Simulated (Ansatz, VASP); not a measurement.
**One calculation of Al7As8, two programs**

```
Al As
1.0
     0.00000    5.72791   -5.72791
     5.72791    5.72791    0.00000
     5.72791    0.00000   -5.72791
Al As
7 8
Direct
  0.99927 0.50073 0.49927
  0.50073 0.99927 0.49927
  0.50073 0.50073 0.49927
  0.99927 0.99927 0.00073
  0.99927 0.50073 0.00073
  0.50073 0.99927 0.00073
  0.50000 0.50000 0.00000
  0.12511 0.12511 0.12467
  0.12515 0.62495 0.12495
  0.62495 0.12515 0.12495
  0.62495 0.62495 0.12495
  0.12511 0.12511 0.62511
  0.12511 0.62467 0.62511
  0.62467 0.12511 0.62511
  0.62495 0.62495 0.62515
```

Change from the starting cell: Al vacancy (site a), charge +0, atoms relaxed at the host's cell, started again with a moment of 3 muB.

Alike in both runs: functional PBE; k mesh 2 × 2 × 2; occupations gaussian, width 0.01 eV; collinear spin.

Ansatz relaxed the structure, and its values are those at the end. VASP's run is a single point on that final structure, the one shown.

|  | VASP | Ansatz |
| --- | --- | --- |
| version | VASP 6.6.1 | Ansatz 0.2.0 |
| potentials or method | VASP PAW PBE potentials, release 64 (Al, As), cutoff 520 eV | scalar-relativistic, plane waves, PAW |
| valence electrons in the cell | 61 | 141 |

```tsv
	VASP	Ansatz	Ansatz less VASP
gap on the k mesh at the Fermi level (eV)	none	none	-
rms of the force components (eV/Å)	0.008	0.012	+0.0033
net moment per atom (μB)	0.08	0.08	0.000
size of the moment on the site where the two differ most (μB)	0.15	0.15	-0.005
```

Site moments also hang on the region over which each program counts them. A gap of «none» marks a metal or a gap that the smearing closes. VASP's potentials hold 61 valence electrons a cell and Ansatz's 141, so a difference there can come from the potentials and not from the codes.

The k mesh is coarse, so the values compare programs but aren't converged.
